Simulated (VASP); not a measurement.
# CdI2 (P-3m1) in VASP: a series of runs

Runs on CdI2. Level: PBE. Tasks: single point.

All numbers are computed with VASP 6.6.1; they aren't measurements. Logs are shortened: lines on timing, memory, paths and dates and some standing lists are left out, and cuts for length are marked.

**1. The cell of the first run**

The structure is trigonal, space group P-3m1 (No. 164). Conventional cell: a = 4.247 Å, b = 4.247 Å, c = 6.895 Å, α = 90.00°, β = 90.00°, γ = 120.00°. Within 3.9 Å of Cd (site symmetry -3m) lie 6 I at 2.99 Å. I (site symmetry 3m) has 3 Cd at 2.99 Å within 3.9 Å.

**2. Single point, PBE**

Contents of INCAR:

```
SYSTEM = CdI2
PREC = Accurate
ENCUT = 500
EDIFF = 1E-6
ISMEAR = 0
SIGMA = 0.01
LREAL = .FALSE.
LASPH = .TRUE.
NELM = 120
ALGO = Normal
ISIF = 2
LWAVE = .FALSE.
LCHARG = .FALSE.
GGA = PE
NBANDS = 20
GGA_COMPAT = .FALSE.
```

Contents of KPOINTS:

```
regular mesh
0
G
  6 6 4
  0 0 0
```

Contents of POSCAR:

```
CdI2
1.0
    4.2470087284      0.0000000000      0.0000000000
   -2.1235043642      3.6780174489      0.0000000000
    0.0000000000      0.0000000000      6.8950251473
Cd I
1 2
Direct
    0.0000000000      0.0000000000      0.0000000000
    0.3333333333      0.6666666667      0.2493934756
    0.6666666667      0.3333333333      0.7506065244
```

Potentials or basis: VASP PAW PBE potentials, release 64 (Cd, I).

Started as:

```sh
$ cat potpaw_PBE.64/Cd/POTCAR potpaw_PBE.64/I/POTCAR > POTCAR
$ mpirun -np 1 vasp_std > vasp.out
```

OUTCAR:

```text
SYSTEM = CdI2
   PREC = Accurate
   ENCUT = 500
   EDIFF = 1E-6
   ISMEAR = 0
   LREAL = .FALSE.
   LASPH = .TRUE.
   NELM = 120
   ISIF = 2
   GGA = PE

 ion  position               nearest neighbor table
   1  0.000  0.000  0.000-   2 2.99   3 2.99   3 2.99   2 2.99   3 2.99   2 2.99
   2  0.333  0.667  0.249-   1 2.99   1 2.99   1 2.99
   3  0.667  0.333  0.751-   1 2.99   1 2.99   1 2.99

  LATTYP: Found a hexagonal cell.
 ALAT       =     4.2470087284
 C/A-ratio  =     1.6235015250

  Lattice vectors:

 A1 = (   4.2470087284,   0.0000000000,   0.0000000000)
 A2 = (  -2.1235043642,   3.6780174489,   0.0000000000)
 A3 = (   0.0000000000,   0.0000000000,   6.8950251473)

Analysis of symmetry for initial positions (statically):
=====================================================================
 Subroutine PRICEL returns:
 Original cell was already a primitive cell.

 Routine SETGRP: Setting up the symmetry group for a
 hexagonal supercell.

 Subroutine GETGRP returns: Found 12 space group operations
 (whereof 12 operations were pure point group operations)
 out of a pool of 24 trial point group operations.

The static configuration has the point symmetry D_3d.

Analysis of symmetry for dynamics (positions and initial velocities):
=====================================================================
 Subroutine PRICEL returns:
 Original cell was already a primitive cell.

 Routine SETGRP: Setting up the symmetry group for a
 hexagonal supercell.

 Subroutine GETGRP returns: Found 12 space group operations
 (whereof 12 operations were pure point group operations)
 out of a pool of 24 trial point group operations.

The dynamic configuration has the point symmetry D_3d.

 Subroutine INISYM returns: Found 12 space group operations
 (whereof 12 operations are pure point group operations),
 and found     1 'primitive' translations

----------------------------------------------------------------------------------------

                                     Primitive cell

  volume of cell :     107.7042

  direct lattice vectors                    reciprocal lattice vectors
     4.247008728  0.000000000  0.000000000     0.235459841  0.135942803  0.000000000
    -2.123504364  3.678017449  0.000000000     0.000000000  0.271885605  0.000000000
     0.000000000  0.000000000  6.895025147     0.000000000  0.000000000  0.145032103

  length of vectors
     4.247008728  4.247008728  6.895025147     0.271885605  0.271885605  0.145032103

  position of ions in fractional coordinates (direct lattice)
     0.000000000  0.000000000  0.000000000
     0.333333333  0.666666667  0.249393476
     0.666666667  0.333333333  0.750606524

  ion indices of the primitive-cell ions
   primitive index   ion index
                 1           1
                 2           2
                 3           3

----------------------------------------------------------------------------------------

 KPOINTS: regular mesh

Automatic generation of k-mesh.
 Grid dimensions read from file:
 generate k-points for:    6    6    4

 Generating k-lattice:

  Cartesian coordinates                     Fractional coordinates (reciprocal lattice)
     0.039243307  0.022657134  0.000000000     0.166666667  0.000000000  0.000000000
     0.000000000  0.045314268  0.000000000     0.000000000  0.166666667  0.000000000
     0.000000000  0.000000000  0.036258026     0.000000000  0.000000000  0.250000000

  Length of vectors
     0.045314268  0.045314268  0.036258026

  Shift w.r.t. Gamma in fractional coordinates (k-lattice)
     0.000000000  0.000000000  0.000000000

 Subroutine IBZKPT returns following result:
 ===========================================

 Found     24 irreducible k-points:

 Following reciprocal coordinates:
            Coordinates               Weight
  0.000000  0.000000  0.000000      1.000000
  0.166667 -0.000000  0.000000      6.000000
  0.333333  0.000000  0.000000      6.000000
  0.500000  0.000000  0.000000      3.000000
  0.166667  0.166667  0.000000      6.000000
  0.333333  0.166667  0.000000     12.000000
[... 16 lines left out ...]
  0.333333  0.166667  0.500000     12.000000
  0.333333  0.333333  0.500000      2.000000
   k-points           NKPTS =     24   k-points in BZ     NKDIM =     24   number of bands    NBANDS=     20
   number of dos      NEDOS =    301   number of ions     NIONS =      3
   total plane-waves  NPLWV =  51200
   dimension x,y,z NGX =    32 NGY =   32 NGZ =   50
   dimension x,y,z NGXF=    64 NGYF=   64 NGZF=  100
   ions per type =               1   2
   NGX,Y,Z   is equivalent  to a cutoff of  12.53, 12.53, 12.06 a.u.
   NGXF,Y,Z  is equivalent  to a cutoff of  25.05, 25.05, 24.11 a.u.
 SYSTEM =  CdI2
   PREC   = accura    normal or accurate (medium, high low for compatibility)
   ISTART =      0    job   : 0-new  1-cont  2-samecut
   ICHARG =      2    charge: 1-file 2-atom 10-const
   ISPIN  =      1    spin polarized calculation?
   LNONCOLLINEAR =      F non collinear calculations
   LSORBIT =      F    spin-orbit coupling
   LASPH  =      T    aspherical Exc in radial PAW
   ENCUT  =  500.0 eV  36.75 Ry    6.06 a.u.   7.74  7.74 12.57*2*pi/ulx,y,z
   NELM   =    120;   NELMIN=  2; NELMDL= -5     # of ELM steps
   EDIFF  = 0.1E-05   stopping-criterion for ELM
   LREAL  =      F    real-space projection
   EDIFFG = 0.1E-04   stopping-criterion for IOM
   NSW    =      0    number of steps for IOM
   IBRION =     -1    ionic relax: 0-MD 1-quasi-New 2-CG
   NFREE  =      0    steps in history (QN), initial steepest desc. (CG)
   ISIF   =      2    stress and relaxation
   ISYM   =      2    0-nonsym 1-usesym 2-fastsym
   POTIM  = 0.5000    time-step for ionic-motion
   TEBEG  =    0.0;   TEEND  =   0.0 temperature during run
   PSTRESS=    0.0 pullay stress
   NELECT =      26.0000    total number of electrons
   NUPDOWN=      -1.0000    fix difference up-down
   EMIN   =  10.00;   EMAX   =-10.00  energy-range for DOS
   EFERMI =   0.00;   METHOD = LEGACY
   ISMEAR =     0;   SIGMA  =   0.01  broadening in eV -4-tet -1-fermi 0-gaus
   EFERMI_NEDOS =   21; number of points for ismear=-14 and -15
   IALGO  =     38    algorithm
   IMIX   =      4    mixing-type and parameters
     AMIX     =   0.40;   BMIX     =  1.00
     AMIX_MAG =   1.60;   BMIX_MAG =  1.00
  volume/ion in A,a.u.               =      35.90       242.27
  Fermi-wavevector in a.u.,A,eV,Ry     =   1.019346  1.926285 14.137359  1.039067
  Thomas-Fermi vector in A             =   2.152855
   LORBIT       =      0    0 simple, 1 ext, 2 COOP (PROOUT), +10 PAW based schemes
   GGA     = PE    functional components
   LHFCALC =     F    Hartree Fock is set to
   AEXX    =    0.0000 exact exchange contribution
   IVDW    =     0    specifies the selected vdW correction
   LEPSILON=     F    determine dielectric tensor
   LRPA    =     F    only Hartree local field effects (RPA)
 non-spin polarized calculation
 Gauss-broadening in eV      SIGMA  =   0.01
  energy-cutoff  :      500.00
  volume of cell :      107.70
 maximum number of plane-waves:      2786
 NGX is ok and might be reduce to    32
   NGX = 15   NGY = 15   NGZ = 25

 number of electron      25.9999997 magnetization

 Free energy of the ion-electron system (eV)
  ---------------------------------------------------
  ext. energy  EPLUGINS =         0.00000000
  ---------------------------------------------------
  free energy    TOTEN  =        -5.49323999 eV

  energy without entropy =       -5.49323999  energy(sigma->0) =       -5.49323999

 E-fermi :   2.0006     XC(G=0):  -8.5412

 val. band max:        1.9559313829   @ k =   0.0000   0.0000   0.5000
 cond. band min:       4.3250855257   @ k =   0.5000   0.0000   0.5000
 fundamental gap:      2.3691541428
 Fermi energy:         2.0006101298

 k-point     1 :       0.0000    0.0000    0.0000
  band No.  band energies     occupation
      1     -10.1348      2.00000
      2      -9.4430      2.00000
      3      -5.6208      2.00000
      4      -5.6208      2.00000
      5      -5.5062      2.00000
      6      -5.4251      2.00000
[... 12 lines left out ...]
     19      11.0093      0.00000
     20      11.1225      0.00000

 k-point     2 :       0.1667   -0.0000    0.0000
  band No.  band energies     occupation
      1     -10.0028      2.00000
      2      -9.4240      2.00000
      3      -5.6021      2.00000
      4      -5.5595      2.00000
      5      -5.4781      2.00000
      6      -5.4300      2.00000
[... 12 lines left out ...]
     19      10.1521      0.00000
     20      11.0895      0.00000

 k-point     3 :       0.3333    0.0000    0.0000
  band No.  band energies     occupation
      1      -9.6984      2.00000
      2      -9.3989      2.00000
      3      -5.5834      2.00000
      4      -5.5074      2.00000
      5      -5.4283      2.00000
      6      -5.3889      2.00000
[... 12 lines left out ...]
     19      10.4926      0.00000
     20      11.0984      0.00000

 k-point     4 :       0.5000    0.0000    0.0000
  band No.  band energies     occupation
      1      -9.4640      2.00000
      2      -9.4511      2.00000
      3      -5.5828      2.00000
      4      -5.5168      2.00000
      5      -5.4171      2.00000
      6      -5.3629      2.00000
[... 12 lines left out ...]
     19      11.0960      0.00000
     20      11.6220      0.00000

 k-point     5 :       0.1667    0.1667    0.0000
  band No.  band energies     occupation
      1      -9.7839      2.00000
      2      -9.3999      2.00000
      3      -5.5801      2.00000
      4      -5.4887      2.00000
      5      -5.4486      2.00000
      6      -5.4029      2.00000
[... 12 lines left out ...]
     19       9.2054      0.00000
     20      11.4515      0.00000

 k-point     6 :       0.3333    0.1667    0.0000
  band No.  band energies     occupation
      1      -9.5178      2.00000
      2      -9.3983      2.00000
      3      -5.5479      2.00000
      4      -5.4864      2.00000
      5      -5.4174      2.00000
      6      -5.3802      2.00000
[... 12 lines left out ...]
     19      10.3692      0.00000
     20      11.2387      0.00000

 k-point     7 :       0.3333    0.3333    0.0000
  band No.  band energies     occupation
      1      -9.4104      2.00000
      2      -9.4104      2.00000
      3      -5.4629      2.00000
      4      -5.4629      2.00000
      5      -5.3986      2.00000
      6      -5.3861      2.00000
[... 12 lines left out ...]
     19      10.3329      0.00000
     20      10.3329      0.00000
[... 277 lines left out ...]
 k-point    20 :       0.3333    0.0000    0.5000
  band No.  band energies     occupation
      1      -9.5998      2.00000
      2      -9.5017      2.00000
      3      -5.5844      2.00000
      4      -5.5130      2.00000
      5      -5.4241      2.00000
      6      -5.3890      2.00000
[... 12 lines left out ...]
     19      11.0882      0.00000
     20      11.2755      0.00000

 k-point    21 :       0.5000    0.0000    0.5000
  band No.  band energies     occupation
      1      -9.5095      2.00000
      2      -9.3979      2.00000
      3      -5.5843      2.00000
      4      -5.5211      2.00000
      5      -5.4109      2.00000
      6      -5.3629      2.00000
[... 12 lines left out ...]
     19      11.3716      0.00000
     20      11.6839      0.00000

 k-point    22 :       0.1667    0.1667    0.5000
  band No.  band energies     occupation
      1      -9.6569      2.00000
      2      -9.5385      2.00000
      3      -5.5759      2.00000
      4      -5.5026      2.00000
      5      -5.4462      2.00000
      6      -5.4179      2.00000
[... 12 lines left out ...]
     19      10.0288      0.00000
     20      10.8983      0.00000

 k-point    23 :       0.3333    0.1667    0.5000
  band No.  band energies     occupation
      1      -9.4843      2.00000
      2      -9.4287      2.00000
      3      -5.5407      2.00000
      4      -5.4892      2.00000
      5      -5.4140      2.00000
      6      -5.3807      2.00000
[... 12 lines left out ...]
     19      10.1772      0.00000
     20      11.4002      0.00000

 k-point    24 :       0.3333    0.3333    0.5000
  band No.  band energies     occupation
      1      -9.4095      2.00000
      2      -9.4095      2.00000
      3      -5.4572      2.00000
      4      -5.4572      2.00000
      5      -5.3968      2.00000
      6      -5.3805      2.00000
[... 12 lines left out ...]
     19      10.9717      0.00000
     20      10.9717      0.00000

------------------------ aborting loop because EDIFF is reached ----------------------------------------

  FORCE on cell =-STRESS in cart. coord.  units (eV):
  Direction    XX          YY          ZZ          XY          YZ          ZX
  --------------------------------------------------------------------------------------
  -------------------------------------------------------------------------------------
  Total        1.1714625      1.1714625      1.0979750      0.0000000      0.0000000      0.0000000
  in kB       17.4263400     17.4263400     16.3331608      0.0000000      0.0000000      0.0000000
  external PRESSURE =      17.0619470 kB  Pullay stress =       0.0000000 kB

 VOLUME and BASIS-vectors are now :
 -----------------------------------------------------------------------------
  energy-cutoff  :      500.00
  volume of cell :      107.70
      direct lattice vectors                 reciprocal lattice vectors
     4.247008728  0.000000000  0.000000000     0.235459841  0.135942803  0.000000000
    -2.123504364  3.678017449  0.000000000     0.000000000  0.271885605  0.000000000
     0.000000000  0.000000000  6.895025147     0.000000000  0.000000000  0.145032103

 POSITION                                       TOTAL-FORCE (eV/Angst)
 -----------------------------------------------------------------------------------
      0.00000      0.00000      0.00000         0.000000      0.000000      0.000000
     -0.00000      2.45201      1.71957        -0.000000     -0.000000      0.089858
      2.12350      1.22601      5.17545         0.000000      0.000000     -0.089858
 -----------------------------------------------------------------------------------
    total drift:                                0.000000     -0.000000      0.000000

  FREE ENERGIE OF THE ION-ELECTRON SYSTEM (eV)
  ---------------------------------------------------
  free  energy   TOTEN  =        -5.4932399911 eV

  energy  without entropy=       -5.4932399911  energy(sigma->0) =       -5.49323999
```

It took 49 s on 1 thread of AMD EPYC 7R13, shared host; peak memory 0.2 GiB.

What came out:

```yaml
Free_energy: -5.4932 eV
Pressure: 1.7 GPa
Largest_force: 0.090 eV/Å
Band_gap_on_the_k_mesh: 2.37 eV, indirect (least direct gap 2.61 eV)
```

Forces in eV/Å, atoms in the order of the input:
```
Cd   0.000  0.000  0.000
I    0.000  0.000  0.090
I    0.000  0.000 -0.090
```

Stress tensor (GPa, compression positive):
```
1.74 0.00 0.00
0.00 1.74 0.00
0.00 0.00 1.63
```

Caveat: spin-orbit coupling is left out, which moves the levels of the heavy elements; this functional lacks dispersion, which binds the layers, so the pressure and a relaxed spacing across them are unreliable.

(Part 1 of 2 ends here.)
